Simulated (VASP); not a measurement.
# AlNi (CsCl type) (Pm-3m) in VASP: a series of runs

The runs below take AlNi (CsCl type) through single point, with HSE06.

Everything below comes from runs of VASP 6.6.1. Logs are shortened: lines on timing, memory, paths and dates and some standing lists are left out, and cuts for length are marked.

## (1) The cell of the first run

Symmetry: Pm-3m, No. 221, cubic system. Conventional cell: a = 2.871 Å, b = 2.871 Å, c = 2.871 Å, α = 90.00°, β = 90.00°, γ = 90.00°. Within 3.3 Å of Ni (site symmetry m-3m) lie 8 Al at 2.49 Å and 6 Ni at 2.87 Å. Al (site symmetry m-3m) has 8 Ni at 2.49 Å and 6 Al at 2.87 Å within 3.3 Å.

## (2) Single point, HSE06

POSCAR reads:

```
AlNi
1.0
    2.8706034424      0.0000000000      0.0000000000
    0.0000000000      2.8706034424      0.0000000000
    0.0000000000      0.0000000000      2.8706034424
Ni Al
1 1
Direct
    0.0000000000      0.0000000000      0.0000000000
    0.5000000000      0.5000000000      0.5000000000
```

INCAR.step1 reads:

```
SYSTEM = AlNi
ALGO = Normal ; EDIFF = 1E-5
ENCUT = 510 ; GGA = PE
GGA_COMPAT = .FALSE. ; ISIF = 2
ISMEAR = -1 ; LASPH = .TRUE.
LREAL = .FALSE. ; LWAVE = .TRUE.
NBANDS = 18 ; NELM = 120
PREC = Accurate ; SIGMA = 0.1
```

INCAR.step2 reads:

```
SYSTEM = AlNi
ALGO = Normal ; EDIFF = 1E-6
ENCUT = 510 ; GGA = PE
GGA_COMPAT = .FALSE. ; HFSCREEN = 0.2079
ISIF = 2 ; ISMEAR = -1
ISTART = 1 ; LASPH = .TRUE.
LCHARG = .TRUE. ; LELF = .TRUE.
LHFCALC = .TRUE. ; LREAL = .FALSE.
LVHAR = .TRUE. ; LWAVE = .FALSE.
NBANDS = 18 ; NELM = 120
PREC = Accurate ; PRECFOCK = Normal
SIGMA = 0.1
```

KPOINTS reads:

```
k-points
0
G
  4 4 4
  0 0 0
```

Potentials or basis: VASP PAW PBE potentials, release 64 (Ni_sv_GW, Al).

The run is started by

```bash
$ cat potpaw_PBE.64/Ni_sv_GW/POTCAR potpaw_PBE.64/Al/POTCAR > POTCAR
$ cp INCAR.step1 INCAR
$ mpirun -np 1 vasp_std > vasp.out
$ cp INCAR.step2 INCAR
$ mpirun -np 1 vasp_std > vasp.out
```

OUTCAR:

```text
SYSTEM = AlNi
   EDIFF = 1E-6
   ENCUT = 510
   GGA = PE
   HFSCREEN = 0.2079
   ISIF = 2
   ISMEAR = -1
   ISTART = 1
   LASPH = .TRUE.
   LHFCALC = .TRUE.
   LREAL = .FALSE.
   NELM = 120
   PREC = Accurate
   PRECFOCK = Normal

 ion  position               nearest neighbor table
   1  0.000  0.000  0.000-   2 2.49   2 2.49   2 2.49   2 2.49   2 2.49   2 2.49   2 2.49   2 2.49

   2  0.500  0.500  0.500-   1 2.49   1 2.49   1 2.49   1 2.49   1 2.49   1 2.49   1 2.49   1 2.49

  LATTYP: Found a simple cubic cell.
 ALAT       =     2.8706034424

  Lattice vectors:

 A1 = (   2.8706034424,   0.0000000000,   0.0000000000)
 A2 = (   0.0000000000,   2.8706034424,   0.0000000000)
 A3 = (   0.0000000000,   0.0000000000,   2.8706034424)

Analysis of symmetry for initial positions (statically):
=====================================================================
 Subroutine PRICEL returns:
 Original cell was already a primitive cell.

 Routine SETGRP: Setting up the symmetry group for a
 simple cubic supercell.

 Subroutine GETGRP returns: Found 48 space group operations
 (whereof 48 operations were pure point group operations)
 out of a pool of 48 trial point group operations.

The static configuration has the point symmetry O_h .

Analysis of symmetry for dynamics (positions and initial velocities):
=====================================================================
 Subroutine PRICEL returns:
 Original cell was already a primitive cell.

 Routine SETGRP: Setting up the symmetry group for a
 simple cubic supercell.

 Subroutine GETGRP returns: Found 48 space group operations
 (whereof 48 operations were pure point group operations)
 out of a pool of 48 trial point group operations.

The dynamic configuration has the point symmetry O_h .

 Subroutine INISYM returns: Found 48 space group operations
 (whereof 48 operations are pure point group operations),
 and found     1 'primitive' translations

----------------------------------------------------------------------------------------

                                     Primitive cell

  volume of cell :      23.6548

  direct lattice vectors                    reciprocal lattice vectors
     2.870603442  0.000000000  0.000000000     0.348358810  0.000000000  0.000000000
     0.000000000  2.870603442  0.000000000     0.000000000  0.348358810  0.000000000
     0.000000000  0.000000000  2.870603442     0.000000000  0.000000000  0.348358810

  length of vectors
     2.870603442  2.870603442  2.870603442     0.348358810  0.348358810  0.348358810

  position of ions in fractional coordinates (direct lattice)
     0.000000000  0.000000000  0.000000000
     0.500000000  0.500000000  0.500000000

  ion indices of the primitive-cell ions
   primitive index   ion index
                 1           1
                 2           2

----------------------------------------------------------------------------------------

 KPOINTS: k-points

Automatic generation of k-mesh.
 Grid dimensions read from file:
 generate k-points for:    4    4    4

 Generating k-lattice:

  Cartesian coordinates                     Fractional coordinates (reciprocal lattice)
     0.087089703  0.000000000  0.000000000     0.250000000  0.000000000  0.000000000
     0.000000000  0.087089703  0.000000000     0.000000000  0.250000000  0.000000000
     0.000000000  0.000000000  0.087089703     0.000000000  0.000000000  0.250000000

  Length of vectors
     0.087089703  0.087089703  0.087089703

  Shift w.r.t. Gamma in fractional coordinates (k-lattice)
     0.000000000  0.000000000  0.000000000

 Subroutine IBZKPT returns following result:
 ===========================================

 Found     10 irreducible k-points:

 Following reciprocal coordinates:
            Coordinates               Weight
  0.000000  0.000000  0.000000      1.000000
  0.250000  0.000000  0.000000      6.000000
  0.500000  0.000000  0.000000      3.000000
  0.250000  0.250000  0.000000     12.000000
  0.500000  0.250000  0.000000     12.000000
  0.500000  0.500000  0.000000      3.000000
  0.250000  0.250000  0.250000      8.000000
  0.500000  0.250000  0.250000     12.000000
  0.500000  0.500000  0.250000      6.000000
  0.500000  0.500000  0.500000      1.000000
   k-points           NKPTS =     10   k-points in BZ     NKDIM =     64   number of bands    NBANDS=     18
   number of dos      NEDOS =    301   number of ions     NIONS =      2
   total plane-waves  NPLWV =  13824
   dimension x,y,z NGX =    24 NGY =   24 NGZ =   24
   dimension x,y,z NGXF=    48 NGYF=   48 NGZF=   48
   ions per type =               1   1
   NGX,Y,Z   is equivalent  to a cutoff of  13.90, 13.90, 13.90 a.u.
   NGXF,Y,Z  is equivalent  to a cutoff of  27.80, 27.80, 27.80 a.u.
 SYSTEM =  AlNi
   PREC   = accura    normal or accurate (medium, high low for compatibility)
   ISTART =      1    job   : 0-new  1-cont  2-samecut
   ICHARG =      0    charge: 1-file 2-atom 10-const
   ISPIN  =      1    spin polarized calculation?
   LNONCOLLINEAR =      F non collinear calculations
   LSORBIT =      F    spin-orbit coupling
   LASPH  =      T    aspherical Exc in radial PAW
   ENCUT  =  510.0 eV  37.48 Ry    6.12 a.u.   5.29  5.29  5.29*2*pi/ulx,y,z
   NELM   =    120;   NELMIN=  2; NELMDL=  0     # of ELM steps
   EDIFF  = 0.1E-05   stopping-criterion for ELM
   LREAL  =      F    real-space projection
   EDIFFG = 0.1E-04   stopping-criterion for IOM
   NSW    =      0    number of steps for IOM
   IBRION =     -1    ionic relax: 0-MD 1-quasi-New 2-CG
   NFREE  =      0    steps in history (QN), initial steepest desc. (CG)
   ISIF   =      2    stress and relaxation
   ISYM   =      3    0-nonsym 1-usesym 2-fastsym
   POTIM  = 0.5000    time-step for ionic-motion
   TEBEG  =    0.0;   TEEND  =   0.0 temperature during run
   PSTRESS=    0.0 pullay stress
   NELECT =      21.0000    total number of electrons
   NUPDOWN=      -1.0000    fix difference up-down
   EMIN   =  10.00;   EMAX   =-10.00  energy-range for DOS
   EFERMI =   0.00;   METHOD = LEGACY
   ISMEAR =    -1;   SIGMA  =   0.10  broadening in eV -4-tet -1-fermi 0-gaus
   EFERMI_NEDOS =   21; number of points for ismear=-14 and -15
   IALGO  =     38    algorithm
   IMIX   =      1    mixing-type and parameters
     AMIX     =   0.40;   BMIX     =  1.00
     AMIX_MAG =   1.60;   BMIX_MAG =  1.00
  volume/ion in A,a.u.               =      11.83        79.82
  Fermi-wavevector in a.u.,A,eV,Ry     =   1.573408  2.973310 33.682762  2.475613
  Thomas-Fermi vector in A             =   2.674697
   LORBIT       =      0    0 simple, 1 ext, 2 COOP (PROOUT), +10 PAW based schemes
   GGA     = PE    functional components
   LHFCALC =     T    Hartree Fock is set to
   PRECFOCK=normal    Normal, Fast or Accurate (Low or Medium for compatibility)
   ENCUT4O =  -1.0   cutoff for four orbital integrals eV
   NKREDX  =     1    reduce k-point grid by
   NKREDY  =     1    reduce k-point grid by
   NKREDZ  =     1    reduce k-point grid by
   AEXX    =    0.2500 exact exchange contribution
   HFSCREEN=    0.2079 screening length (either q_TF or 0.3 A-1)
   HFSCREENC=   0.2079 screening length for correlation (either q_TF or 0.3 A-1)
   ENCUTFOCK=  -1.0 apply spherical cutoff to Coloumb kernel
   IVDW    =     0    specifies the selected vdW correction
   LEPSILON=     F    determine dielectric tensor
   LRPA    =     F    only Hartree local field effects (RPA)
 non-spin polarized calculation
  energy-cutoff  :      510.00
  volume of cell :       23.65
 maximum number of plane-waves:       630
 NGX is ok and might be reduce to    24
  NGX = 16; NGY = 16; NGZ = 16

 number of electron      21.0000031 magnetization

 Free energy of the ion-electron system (eV)
  ---------------------------------------------------
  ext. energy  EPLUGINS =         0.00000000
  ---------------------------------------------------
  free energy    TOTEN  =       -11.17159397 eV

  energy without entropy =      -11.14954842  energy(sigma->0) =      -11.16057119

 E-fermi :   8.8561     XC(G=0): -10.0610

 val. band max:        8.7438966537   @ k =   0.5000   0.5000   0.2500
 cond. band min:      10.3655190997   @ k =   0.2500   0.0000   0.0000
 fundamental gap:      1.6216224460
 Fermi energy:         8.8561009879

 k-point     1 :       0.0000    0.0000    0.0000
  band No.  band energies     occupation
      1     -99.5288      2.00000
      2     -58.3587      2.00000
      3     -58.3587      2.00000
      4     -58.3587      2.00000
      5      -3.3463      2.00000
      6       4.9815      2.00000
[... 10 lines left out ...]
     17      31.8306      0.00000
     18      31.8306      0.00000

 k-point     2 :       0.2500    0.0000    0.0000
  band No.  band energies     occupation
      1     -99.5280      2.00000
      2     -58.3726      2.00000
      3     -58.3583      2.00000
      4     -58.3583      2.00000
      5      -2.0659      2.00000
      6       4.6693      2.00000
[... 10 lines left out ...]
     17      26.2234      0.00000
     18      28.5137      0.00000

 k-point     3 :       0.5000    0.0000    0.0000
  band No.  band energies     occupation
      1     -99.5268      2.00000
      2     -58.3832      2.00000
      3     -58.3571      2.00000
      4     -58.3571      2.00000
      5       1.4135      2.00000
      6       1.5275      2.00000
[... 10 lines left out ...]
     17      24.8391      0.00000
     18      26.0434      0.00000

 k-point     4 :       0.2500    0.2500    0.0000
  band No.  band energies     occupation
      1     -99.5269      2.00000
      2     -58.3721      2.00000
      3     -58.3713      2.00000
      4     -58.3573      2.00000
      5      -0.8472      2.00000
      6       4.9096      2.00000
[... 81 lines left out ...]
      4     -58.3707      2.00000
      5       2.6200      2.00000
      6       3.7097      2.00000
[... 10 lines left out ...]
     17      26.7596      0.00000
     18      29.3927      0.00000

 k-point     9 :       0.5000    0.5000    0.2500
  band No.  band energies     occupation
      1     -99.5239      2.00000
      2     -58.3852      2.00000
      3     -58.3852      2.00000
      4     -58.3705      2.00000
      5       3.3554      2.00000
      6       4.5424      2.00000
[... 10 lines left out ...]
     17      22.4134      0.00000
     18      32.6105      0.00000

 k-point    10 :       0.5000    0.5000    0.5000
  band No.  band energies     occupation
      1     -99.5230      2.00000
      2     -58.3856      2.00000
      3     -58.3856      2.00000
      4     -58.3856      2.00000
      5       4.0308      2.00000
      6       4.0308      2.00000
[... 10 lines left out ...]
     17      18.4584      0.00000
     18      38.3612      0.00000

------------------------ aborting loop because EDIFF is reached ----------------------------------------

  FORCE on cell =-STRESS in cart. coord.  units (eV):
  Direction    XX          YY          ZZ          XY          YZ          ZX
  --------------------------------------------------------------------------------------
  -------------------------------------------------------------------------------------
  Total       -0.4869247     -0.4869247     -0.4869247     -0.0000000     -0.0000000      0.0000000
  in kB      -32.9801646    -32.9801646    -32.9801646     -0.0000000     -0.0000000      0.0000000
  external PRESSURE =     -32.9801646 kB  Pullay stress =       0.0000000 kB

 VOLUME and BASIS-vectors are now :
 -----------------------------------------------------------------------------
  energy-cutoff  :      510.00
  volume of cell :       23.65
      direct lattice vectors                 reciprocal lattice vectors
     2.870603442  0.000000000  0.000000000     0.348358810  0.000000000  0.000000000
     0.000000000  2.870603442  0.000000000     0.000000000  0.348358810  0.000000000
     0.000000000  0.000000000  2.870603442     0.000000000  0.000000000  0.348358810

 POSITION                                       TOTAL-FORCE (eV/Angst)
 -----------------------------------------------------------------------------------
      0.00000      0.00000      0.00000         0.000000      0.000000      0.000000
      1.43530      1.43530      1.43530         0.000000      0.000000      0.000000
 -----------------------------------------------------------------------------------
    total drift:                                0.000008      0.000013      0.000008

  FREE ENERGIE OF THE ION-ELECTRON SYSTEM (eV)
  ---------------------------------------------------
  free  energy   TOTEN  =       -11.1715939734 eV

  energy  without entropy=      -11.1495484159  energy(sigma->0) =      -11.16057119
```

Run time: 12 min. Hardware: 1 thread of Intel Xeon Platinum 8488C (Sapphire Rapids), shared host; peak memory 0.25 GiB.

Results:

```
Free energy            : -11.1716 eV
Pressure               : -3.3 GPa
Band gap on the k mesh : zero (an odd number of electrons rules out a gap without spin polarisation)
```

Levels at points of the mesh, in eV from the Fermi level:
```tsv
k point	band 8	band 9	band 10	band 11	band 12	band 13
(0.00, 0.00, 0.00)	-1.99	-1.99	-1.99	6.71	6.71	6.71
(0.50, 0.00, 0.00)	-2.80	-2.80	-1.90	-0.67	9.48	11.60
(0.50, 0.50, 0.00)	-2.92	-2.60	-2.60	-1.32	2.48	3.37
(0.50, 0.50, 0.50)	-1.27	-1.27	2.79	2.79	2.79	4.76
```

Caveat: the k points lie up to 0.55 Å⁻¹ apart, too coarse for converged energies and pressures of a metal; the PAW data sets were made with another functional, which shifts forces and pressure a little. Spin polarisation is off, so any magnetic state and its effect on volume and gap are missing.

[end of part 1 of 2]

The gap in the log of VASP goes by the Fermi energy; the results here count the filled bands.